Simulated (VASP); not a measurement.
A run of VASP 6.6.1 is set up as follows.

Contents of INCAR:

```
SYSTEM = Cu18CO
PREC = Accurate
ENCUT = 520
EDIFF = 1E-7
ISMEAR = -1
SIGMA = 0.1
LREAL = Auto
LASPH = .True.
NELM = 80
ALGO = Normal
ISIF = 2
LWAVE = .False.
LCHARG = .False.
GGA = PE
NBANDS = 120
```

The input KPOINTS:

```
regular mesh
0
Gamma
  3 2 1
  0 0 0
```

File POSCAR:

```
Cu18CO
1.0
    5.1053110000      0.0000000000      0.0000000000
    3.8289830000      6.6319930000      0.0000000000
    0.0000000000      0.0000000000     18.1684690000
Cu C O
18 1 1
Direct
    0.1666598921      0.1111129038      0.0550404109
    0.6666686085      0.1111129038      0.0550404109
    0.1666700269      0.4444516151      0.0550404109
    0.6666591558      0.4444516151      0.0550404109
    0.1666718830      0.7777752480      0.0550404109
    0.6666610120      0.7777752480      0.0550404109
   -0.1751737030      0.2215774353      0.1657762137
    0.3249645579      0.2189236328      0.1660349037
   -0.1681996875      0.5539360491      0.1659358309
    0.3352516059      0.5531067358      0.1659908713
   -0.1607810306      0.8765087659      0.1676200675
    0.3262265633      0.8893254260      0.1671687361
   -0.0166348303      0.0010253328      0.2768147388
    0.4888337525      0.0005880585      0.2775357681
    0.0029089757      0.3308055361      0.2756864103
    0.4862836312      0.3277295377      0.2858688864
    0.0020246149      0.6523830770      0.2836287416
    0.5057617286      0.6645966001      0.2736884434
    1.6473490266      0.5205222623      0.3852883807
    1.6845304750      0.6006942408      0.4364649548
```

Potentials or basis: VASP PAW PBE potentials, release 64 (Cu, C, O).

The run is started by

```bash
$ cat potpaw_PBE.64/Cu/POTCAR potpaw_PBE.64/C/POTCAR potpaw_PBE.64/O/POTCAR > POTCAR
$ mpirun -np 1 vasp_std > vasp.out
```

(1) What does it give for the band gap on the k mesh?

(2) Estimate the largest force.

## Answers

(1) zero (bands 104 and 105 overlap by 0.02 eV).

(2) 1.861 eV/Å.

Caveat: the k points lie up to 0.47 Å⁻¹ apart.
